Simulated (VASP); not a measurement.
# Ca (P6_3/mmc) in VASP: a series of runs, part 2 of 2

VASP 6.6.1.

## (3) Electric field gradients, PBE (z stretched by +1.5 % at fixed volume)

The input, INCAR:

```
SYSTEM = Ca
  PREC = Accurate
  ENCUT = 520
  EDIFF = 1E-8
  ISMEAR = -1
  SIGMA = 0.08
  LREAL = .False.
  LASPH = .True.
  NELM = 60
  ALGO = Normal
  ISIF = 2
  LWAVE = .False.
  LCHARG = .False.
  GGA = PE
  LEFG = .True.
  NBANDS = 17
```

The input, KPOINTS:

```
Automatic mesh
0
Gamma
  11 11 6
  0 0 0
```

The input, POSCAR:

```
Ca
1.0
    3.9504811935      0.0000000000      0.0000000000
   -1.9752405967      3.4212170707      0.0000000000
    0.0000000000      0.0000000000      6.6178000000
Ca
2
Direct
    0.3333333333      0.6666666667      0.2500000000
    0.6666666667      0.3333333333      0.7500000000
```

Potentials or basis: VASP PAW PBE potentials, release 64 (Ca_sv).

On the command line:

```
> cat potpaw_PBE.64/Ca_sv/POTCAR > POTCAR
> mpirun -np 1 vasp_std > vasp.out
```

OUTCAR:

```text
SYSTEM = Ca
   PREC = Accurate
   ENCUT = 520
   EDIFF = 1E-8
   ISMEAR = -1
   LREAL = .False.
   LASPH = .True.
   NELM = 60
   ISIF = 2
   GGA = PE

 ion  position               nearest neighbor table
   1  0.333  0.667  0.250-
   2  0.667  0.333  0.750-

  LATTYP: Found a hexagonal cell.
 ALAT       =     3.9504811935
 C/A-ratio  =     1.6751883317

  Lattice vectors:

 A1 = (   3.9504811935,   0.0000000000,   0.0000000000)
 A2 = (  -1.9752405967,   3.4212170707,   0.0000000000)
 A3 = (   0.0000000000,   0.0000000000,   6.6178000000)

Analysis of symmetry for initial positions (statically):
=====================================================================
 Subroutine PRICEL returns:
 Original cell was already a primitive cell.

 Routine SETGRP: Setting up the symmetry group for a
[... 671 lines left out ...]
  energy-cutoff  :      520.00
  volume of cell :       89.44
      direct lattice vectors                 reciprocal lattice vectors
     3.950481193  0.000000000  0.000000000     0.253133720  0.146146821  0.000000000
    -1.975240597  3.421217071  0.000000000     0.000000000  0.292293643  0.000000000
     0.000000000  0.000000000  6.617800000     0.000000000  0.000000000  0.151107619

 POSITION                                       TOTAL-FORCE (eV/Angst)
 -----------------------------------------------------------------------------------
     -0.00000      2.28081      1.65445         0.000000      0.000000      0.000000
      1.97524      1.14041      4.96335        -0.000000     -0.000000      0.000000
 -----------------------------------------------------------------------------------
    total drift:                               -0.000000      0.000000     -0.000000

  FREE ENERGIE OF THE ION-ELECTRON SYSTEM (eV)
  ---------------------------------------------------
  free  energy   TOTEN  =        -3.8656896100 eV

  energy  without entropy=       -3.8153491829  energy(sigma->0) =       -3.84051940

 Electric field gradients (V/A^2)
---------------------------------------------------------------------
 ion       V_xx      V_yy      V_zz      V_xy      V_xz      V_yz
---------------------------------------------------------------------
   1       1.908     1.908    -3.816    -0.000     0.000    -0.000
   2       1.908     1.908    -3.816    -0.000    -0.000     0.000
---------------------------------------------------------------------

 Electric field gradients after diagonalization (V/A^2)
 (convention: |V_zz| > |V_xx| > |V_yy|)
----------------------------------------------------------------------
 ion       V_xx      V_yy      V_zz     asymmetry (V_yy - V_xx)/ V_zz
----------------------------------------------------------------------
   1       1.908     1.908    -3.816       0.000
   2       1.908     1.908    -3.816       0.000
----------------------------------------------------------------------

           NMR quadrupolar parameters

 Cq : quadrupolar parameter    Cq=e*Q*V_zz/h
 eta: asymmetry parameters     (V_yy - V_xx)/ V_zz
 Q  : nuclear electric quadrupole moment in mb (millibarn)
----------------------------------------------------------------------
 ion       Cq(MHz)       eta       Q (mb)
----------------------------------------------------------------------
   1      -0.009       0.000       1.000
   2      -0.009       0.000       1.000
----------------------------------------------------------------------
```

OSZICAR:

```text
N       E                     dE             d eps       ncg     rms          rms(c)
DAV:   1     0.169157757234E+03    0.16916E+03   -0.10147E+04  2176   0.106E+03
DAV:   2     0.529799486694E+01   -0.16386E+03   -0.16186E+03  2448   0.311E+02
DAV:   3    -0.354664696870E+01   -0.88446E+01   -0.87945E+01  4178   0.527E+01
DAV:   4    -0.386472927660E+01   -0.31808E+00   -0.31733E+00  2833   0.103E+01
DAV:   5    -0.387925023862E+01   -0.14521E-01   -0.14518E-01  3690   0.147E+00    0.314E+00
DAV:   6    -0.386807295307E+01    0.11177E-01   -0.25693E-02  2822   0.149E+00    0.191E+00
DAV:   7    -0.386645635286E+01    0.16166E-02   -0.34947E-02  2745   0.194E+00    0.133E-01
DAV:   8    -0.386564804275E+01    0.80831E-03   -0.36022E-03  2837   0.504E-01    0.239E-02
DAV:   9    -0.386568682757E+01   -0.38785E-04   -0.29804E-04  4006   0.766E-02    0.166E-02
DAV:  10    -0.386569188331E+01   -0.50557E-05   -0.43650E-05  2836   0.577E-02    0.862E-03
DAV:  11    -0.386568950594E+01    0.23774E-05   -0.35887E-06  3438   0.185E-02    0.346E-03
DAV:  12    -0.386568946593E+01    0.40003E-07   -0.21306E-07  4051   0.309E-03    0.801E-04
DAV:  13    -0.386568964047E+01   -0.17454E-06   -0.42855E-08  2406   0.153E-03    0.348E-04
DAV:  14    -0.386568961692E+01    0.23550E-07   -0.37251E-09  2177   0.530E-04    0.112E-04
DAV:  15    -0.386568961002E+01    0.69060E-08   -0.53657E-10  1946   0.184E-04
   1 F= -.38656896E+01 E0= -.38405194E+01  d E =-.503404E-01
```

Wall time 63 s (1 thread of Intel Xeon Platinum 8488C (Sapphire Rapids), shared host); peak memory 0.24 GiB.

What came out:

* Free energy: -3.8657 eV
* Pressure: -0.8 GPa
* Band gap on the k mesh: zero (bands 10 and 11 overlap by 0.55 eV)
* Largest electric field gradient by atom: Ca -3.8 V/Å²

Electric field gradients, principal values (V/Å²):
```csv
atom,least,middle,greatest (by size)
1 Ca,1.908,1.908,-3.816
2 Ca,1.908,1.908,-3.816
```

Caveat: without QUAD_EFG the Cq values of the log hold for a quadrupole moment of 1 mb, not for the nuclei.
